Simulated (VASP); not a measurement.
# MnO2 (P4_2/mnm) in VASP: further runs

Runs on MnO2. Level: PBE+U. Tasks: single point.

All numbers are computed with VASP 6.6.1; they aren't measurements. Logs are shortened: lines on timing, memory, paths and dates and some standing lists are left out, and cuts for length are marked.

### Step 1. The cell of the first run

It takes space group P4_2/mnm (No. 136, tetragonal). The conventional cell has a = 4.397 Å, b = 4.397 Å, c = 2.869 Å, α = 90.00°, β = 90.00°, γ = 90.00°. Within 2.5 Å of Mn (site symmetry mmm) lie 6 O at 1.88 to 1.90 Å. Within 2.5 Å of O (site symmetry m2m) lie 3 Mn at 1.88 to 1.90 Å and 1 O at 2.43 Å.

### Step 2. Single point, PBE+U, collinear spin, ferromagnetic start

INCAR

```
SYSTEM = MnO2
PREC = Accurate ; ENCUT = 520
EDIFF = 1E-6 ; ISMEAR = 0
SIGMA = 0.05 ; LREAL = .FALSE.
LASPH = .TRUE. ; NELM = 150
ALGO = Normal ; ISIF = 2
LWAVE = .FALSE. ; LCHARG = .FALSE.
ISPIN = 2 ; MAGMOM = 4.5 4.5 0 0 0 0
LORBIT = 11 ; LMAXMIX = 4
LDAU = .TRUE. ; LDAUTYPE = 2
LDAUL = 2 -1 ; LDAUU = 3.9 0
LDAUJ = 0 0 ; LDAUPRINT = 1
GGA = PE ; NBANDS = 38
```

KPOINTS

```
regular mesh
0
G
  5 5 7
  0 0 0
```

POSCAR

```
MnO2
1.0
    4.3970000000      0.0000000000      0.0000000000
    0.0000000000      4.3970000000      0.0000000000
    0.0000000000      0.0000000000      2.8690000000
Mn O
2 4
Direct
    0.0000000000      0.0000000000      0.0000000000
    0.5000000000      0.5000000000      0.5000000000
    0.3050000000      0.3050000000      0.0000000000
    0.1950000000      0.8050000000      0.5000000000
    0.6950000000      0.6950000000      0.0000000000
    0.8050000000      0.1950000000      0.5000000000
```

Potentials or basis: VASP PAW PBE potentials, release 64 (Mn_pv, O).

On the command line:

```sh
> cat potpaw_PBE.64/Mn_pv/POTCAR potpaw_PBE.64/O/POTCAR > POTCAR
> mpirun -np 1 vasp_std > vasp.out
```

OUTCAR:

```text
SYSTEM = MnO2
   PREC = Accurate
   ENCUT = 520
   EDIFF = 1E-6
   ISMEAR = 0
   LREAL = .FALSE.
   LASPH = .TRUE.
   NELM = 150
   ISIF = 2
   ISPIN = 2
   LORBIT = 11
   GGA = PE

 ion  position               nearest neighbor table
   1  0.000  0.000  0.000-   4 1.88   6 1.88   4 1.88   6 1.88   5 1.90   3 1.90
   2  0.500  0.500  0.500-   3 1.88   5 1.88   3 1.88   5 1.88   4 1.90   6 1.90
   3  0.305  0.305  0.000-   2 1.88   2 1.88   1 1.90
   4  0.195  0.805  0.500-   1 1.88   1 1.88   2 1.90
   5  0.695  0.695  0.000-   2 1.88   2 1.88   1 1.90
   6  0.805  0.195  0.500-   1 1.88   1 1.88   2 1.90

  LATTYP: Found a simple tetragonal cell.
 ALAT       =     4.3970000000
 C/A-ratio  =     0.6524903343

  Lattice vectors:

 A1 = (   4.3970000000,   0.0000000000,   0.0000000000)
 A2 = (   0.0000000000,   4.3970000000,   0.0000000000)
 A3 = (   0.0000000000,   0.0000000000,   2.8690000000)

Analysis of symmetry for initial positions (statically):
=====================================================================
 Subroutine PRICEL returns:
 Original cell was already a primitive cell.

 Routine SETGRP: Setting up the symmetry group for a
 simple tetragonal supercell.

 Subroutine GETGRP returns: Found 16 space group operations
 (whereof  8 operations were pure point group operations)
 out of a pool of 16 trial point group operations.

The static configuration has the point symmetry D_2h.
 The point group associated with its full space group is D_4h.

Analysis of symmetry for dynamics (positions and initial velocities):
=====================================================================
 Subroutine PRICEL returns:
 Original cell was already a primitive cell.

 Routine SETGRP: Setting up the symmetry group for a
 simple tetragonal supercell.

 Subroutine GETGRP returns: Found 16 space group operations
 (whereof  8 operations were pure point group operations)
 out of a pool of 16 trial point group operations.

The dynamic configuration has the point symmetry D_2h.
 The point group associated with its full space group is D_4h.

Analysis of structural, dynamic, and magnetic symmetry:
=====================================================================
 Subroutine PRICEL returns:
 Original cell was already a primitive cell.

 Routine SETGRP: Setting up the symmetry group for a
 simple tetragonal supercell.

 Subroutine GETGRP returns: Found 16 space group operations
 (whereof  8 operations were pure point group operations)
 out of a pool of 16 trial point group operations.

The overall configuration has the point symmetry D_2h.
 The point group associated with its full space group is D_4h.

[... 214 lines left out ...]
 number of electron      49.9999966 magnetization       6.0117578

 Free energy of the ion-electron system (eV)
  ---------------------------------------------------
  ext. energy  EPLUGINS =         0.00000000
  ---------------------------------------------------
  free energy    TOTEN  =       -42.25477943 eV

  energy without entropy =      -42.25474579  energy(sigma->0) =      -42.25476261

 E-fermi :   5.1486     XC(G=0): -12.0232

 val. band max:        5.0691748607   @ k =   0.0000   0.0000   0.1429
 cond. band min:       5.2257033407   @ k =   0.0000   0.0000   0.0000
 fundamental gap:      0.1565284800
 Fermi energy:         5.1486001192

 spin component 1

 k-point     1 :       0.0000    0.0000    0.0000
  band No.  band energies     occupation
      1     -45.7946      1.00000
      2     -45.7872      1.00000
      3     -45.7622      1.00000
      4     -45.7621      1.00000
      5     -45.7073      1.00000
      6     -45.7073      1.00000
[... 949 lines left out ...]
     36      18.9451      0.00000
     37      20.5376      0.00000
 Fermi energy:         5.1486001192

 spin component 2

 k-point     1 :       0.0000    0.0000    0.0000
  band No.  band energies     occupation
      1     -42.4968      1.00000
      2     -42.4872      1.00000
      3     -42.4412      1.00000
      4     -42.4412      1.00000
      5     -42.3698      1.00000
      6     -42.3698      1.00000
[... 949 lines left out ...]
     36      19.6971      0.00000
     37      20.8608      0.00000
 [bands above 37 left out]

------------------------ aborting loop because EDIFF is reached ----------------------------------------

  FORCE on cell =-STRESS in cart. coord.  units (eV):
  Direction    XX          YY          ZZ          XY          YZ          ZX
  --------------------------------------------------------------------------------------
  -------------------------------------------------------------------------------------
  Total        3.7527759      3.7527759      5.3191030      0.0000000      0.0000000      0.0000000
  in kB      108.3976178    108.3976178    153.6404264      0.0000000      0.0000000      0.0000000
  external PRESSURE =     123.4785540 kB  Pullay stress =       0.0000000 kB

 VOLUME and BASIS-vectors are now :
 -----------------------------------------------------------------------------
  energy-cutoff  :      520.00
  volume of cell :       55.47
      direct lattice vectors                 reciprocal lattice vectors
     4.397000000  0.000000000  0.000000000     0.227427792  0.000000000  0.000000000
     0.000000000  4.397000000  0.000000000     0.000000000  0.227427792  0.000000000
     0.000000000  0.000000000  2.869000000     0.000000000  0.000000000  0.348553503

 POSITION                                       TOTAL-FORCE (eV/Angst)
 -----------------------------------------------------------------------------------
      0.00000      0.00000      0.00000         0.000000      0.000000      0.000000
      2.19850      2.19850      1.43450         0.000000      0.000000      0.000000
      1.34108      1.34108      0.00000        -0.068804     -0.068804      0.000000
      0.85742      3.53958      1.43450         0.068804     -0.068804      0.000000
      3.05592      3.05592      0.00000         0.068804      0.068804     -0.000000
      3.53958      0.85742      1.43450        -0.068804      0.068804     -0.000000
 -----------------------------------------------------------------------------------
    total drift:                                0.000000      0.000000      0.000000

  FREE ENERGIE OF THE ION-ELECTRON SYSTEM (eV)
  ---------------------------------------------------
  free  energy   TOTEN  =       -42.2547794269 eV

  energy  without entropy=      -42.2547457883  energy(sigma->0) =      -42.25476261

 total charge

# of ion       s       p       d       tot
------------------------------------------
    1        0.361   6.482   4.834  11.676
    2        0.361   6.482   4.834  11.676
    3        1.568   3.488   0.000   5.056
    4        1.568   3.488   0.000   5.056
    5        1.568   3.488   0.000   5.056
    6        1.568   3.488   0.000   5.056
--------------------------------------------------
tot          6.994  26.916   9.668  43.578

 magnetization (x)

# of ion       s       p       d       tot
------------------------------------------
    1        0.019   0.030   2.959   3.008
    2        0.019   0.030   2.959   3.008
    3       -0.002  -0.029   0.000  -0.031
    4       -0.002  -0.029   0.000  -0.031
    5       -0.002  -0.029   0.000  -0.031
    6       -0.002  -0.029   0.000  -0.031
--------------------------------------------------
tot          0.028  -0.054   5.917   5.892
```

OSZICAR:

```text
N       E                     dE             d eps       ncg     rms          rms(c)
DAV:   1     0.630106233130E+03    0.63011E+03   -0.27103E+04  3696   0.158E+03
DAV:   2     0.238724325566E+01   -0.62772E+03   -0.57660E+03  3790   0.475E+02
DAV:   3    -0.551518472458E+02   -0.57539E+02   -0.56459E+02  4080   0.154E+02
DAV:   4    -0.561696375596E+02   -0.10178E+01   -0.10159E+01  4062   0.217E+01
DAV:   5    -0.561789002379E+02   -0.92627E-02   -0.92622E-02  3996   0.218E+00    0.461E+01
DAV:   6    -0.454944805352E+02    0.10684E+02   -0.63644E+01  4354   0.932E+01    0.402E+01
DAV:   7    -0.434922469455E+02    0.20022E+01   -0.38338E+01  3958   0.732E+01    0.193E+01
DAV:   8    -0.422868549131E+02    0.12054E+01   -0.33866E+00  3974   0.201E+01    0.830E+00
DAV:   9    -0.422877717224E+02   -0.91681E-03   -0.88771E-01  4580   0.112E+01    0.453E+00
DAV:  10    -0.422493204190E+02    0.38451E-01   -0.34705E-01  4110   0.583E+00    0.154E+00
DAV:  11    -0.422533202110E+02   -0.39998E-02   -0.22096E-02  4244   0.125E+00    0.656E-01
DAV:  12    -0.422544738664E+02   -0.11537E-02   -0.35100E-03  4146   0.479E-01    0.337E-01
DAV:  13    -0.422547010760E+02   -0.22721E-03   -0.70886E-04  4068   0.249E-01    0.755E-02
DAV:  14    -0.422547640798E+02   -0.63004E-04   -0.11749E-04  4338   0.104E-01    0.362E-02
DAV:  15    -0.422547775055E+02   -0.13426E-04   -0.36823E-05  3966   0.419E-02    0.287E-02
DAV:  16    -0.422547788219E+02   -0.13164E-05   -0.75272E-06  3786   0.304E-02    0.878E-03
DAV:  17    -0.422547794269E+02   -0.60500E-06   -0.15501E-06  2676   0.116E-02
   1 F= -.42254779E+02 E0= -.42254763E+02  d E =-.336386E-04  mag=     6.0116
```

stdout:

```text
POSCAR found type information on POSCAR MnO
 POSCAR found :  2 types and       6 ions
 scaLAPACK will be used
 LDA part: xc-table for (Slater+PW92), standard interpolation
 POSCAR, INCAR and KPOINTS ok, starting setup
 FFT: planning ... GRIDC
 FFT: planning ... GRID_SOFT
 FFT: planning ... GRID
 WAVECAR not read
 entering main loop
```

Wall time 72 s (1 thread of Intel Xeon Platinum 8488C (Sapphire Rapids), shared host); peak memory 0.23 GiB.

Results:

| Quantity | Value |
| --- | --- |
| Free energy | -42.2548 eV |
| Pressure | 12.3 GPa |
| Largest force | 0.097 eV/Å |
| Band gap on the k mesh | zero (filled and empty bands overlap) |
| Net moment | 6.01 μB per cell |
| Site moments | Mn +3.01; O -0.03 μB |
| Valence electrons inside the program's atomic spheres | Mn 11.68; O 5.06 |

Forces on the atoms (eV/Å):
```
Mn   0.000  0.000  0.000
Mn   0.000  0.000  0.000
O   -0.069 -0.069  0.000
O    0.069 -0.069  0.000
O    0.069  0.069  0.000
O   -0.069  0.069  0.000
```

Stress tensor (GPa, compression positive):
```
10.84  0.00  0.00
 0.00 10.84  0.00
 0.00  0.00 15.36
```

Levels at points of the mesh, in eV from the Fermi level:
Spin up:
```tsv
k point	band 26	band 27	band 28	band 29	band 30	band 31
(0.00, 0.00, 0.00)	-0.66	-0.66	-0.32	-0.09	2.88	2.88
```
Spin down:
```csv
k point,band 18,band 19,band 20,band 21,band 22,band 23,band 24,band 25,band 26,band 27
"(0.00, 0.00, 0.00)",-3.13,-1.35,-0.62,-0.62,0.08,1.65,1.80,2.08,2.08,2.28
```

Eigenvalues of the final occupation matrices:
| site | spin | trace | eigenvalues |
| --- | --- | --- | --- |
| site 1 d | 1 | 3.91 | 0.50 0.52 0.95 0.97 0.97 |
| site 1 d | 2 | 0.95 | 0.07 0.11 0.12 0.31 0.35 |
| site 2 d | 1 | 3.91 | 0.50 0.52 0.95 0.97 0.97 |
| site 2 d | 2 | 0.95 | 0.07 0.11 0.12 0.31 0.35 |

Caveat: only a ferromagnetic start was run, and an antiferromagnetic order may lie lower in energy. The state reached can hang on the start; a lower one may exist.

### Step 3. Single point, PBE+U, collinear spin, antiferromagnetic start

INCAR

```
SYSTEM = MnO2
PREC = Accurate
ENCUT = 520
EDIFF = 1E-6
ISMEAR = 0
SIGMA = 0.05
LREAL = .FALSE.
LASPH = .TRUE.
NELM = 150
ALGO = Normal
ISIF = 2
LWAVE = .FALSE.
LCHARG = .TRUE.
ISPIN = 2
MAGMOM = 2.8 -2.8 -0.02 0.02 -0.02 0.02
LORBIT = 11
LMAXMIX = 4
LDAU = .TRUE.
LDAUTYPE = 2
LDAUL = 2 -1
LDAUU = 3.9 0
LDAUJ = 0 0
LDAUPRINT = 1
GGA = PE
LELF = .TRUE.
LVHAR = .TRUE.
NBANDS = 38
ISYM = 0
```

KPOINTS

```
Automatic mesh
0
G
  5 5 7
  0 0 0
```

POSCAR is that of step 2.

Potentials or basis: VASP PAW PBE potentials, release 64 (Mn_pv, O).

On the command line:

```sh
> cat potpaw_PBE.64/Mn_pv/POTCAR potpaw_PBE.64/O/POTCAR > POTCAR
> mpirun -np 1 vasp_std > vasp.out
```

It took 4.3 min on 1 thread of Intel Xeon Platinum 8488C (Sapphire Rapids), shared host; peak memory 0.38 GiB.

The run converged. Its results:

* Free energy: -42.3095 eV
* Pressure: 10.8 GPa
* Largest force: 0.119 eV/Å
* Band gap on the k mesh: 0.34 eV, direct
* Net moment: 0.00 μB per cell
* Site moments: Mn +2.92, -2.92; O -0.01, +0.01 μB
* Valence electrons inside the program's atomic spheres: Mn 11.68; O 5.05

Forces in eV/Å, atoms in the order of the input:
```
Mn   0.000  0.000  0.000
Mn   0.000  0.000  0.000
O   -0.084 -0.084  0.000
O    0.084 -0.084  0.000
O    0.084  0.084  0.000
O   -0.084  0.084  0.000
```

Stress tensor (GPa, compression positive):
```
 9.18  0.00  0.00
 0.00  9.18  0.00
 0.00  0.00 14.06
```

Levels at points of the mesh, in eV from the valence-band top:
Spin up:
```
           k point  band 23  band 24  band 25  band 26  band 27  band 28
(0.00, 0.00, 0.00)    -0.68    -0.62     0.00     0.34     1.48     2.21
```
Spin down:
```tsv
k point	band 22	band 23	band 24	band 25	band 26	band 27	band 28	band 29
(0.00, 0.00, 0.00)	-1.25	-0.68	-0.62	0.00	0.34	1.48	2.21	3.26
```

Eigenvalues of the final occupation matrices:
```csv
site,spin,trace,eigenvalues
site 1 d,1,3.87,0.48 0.50 0.96 0.97 0.97
site 1 d,2,1.00,0.07 0.12 0.13 0.33 0.35
site 2 d,1,1.00,0.07 0.12 0.13 0.33 0.35
site 2 d,2,3.87,0.48 0.50 0.96 0.97 0.97
```
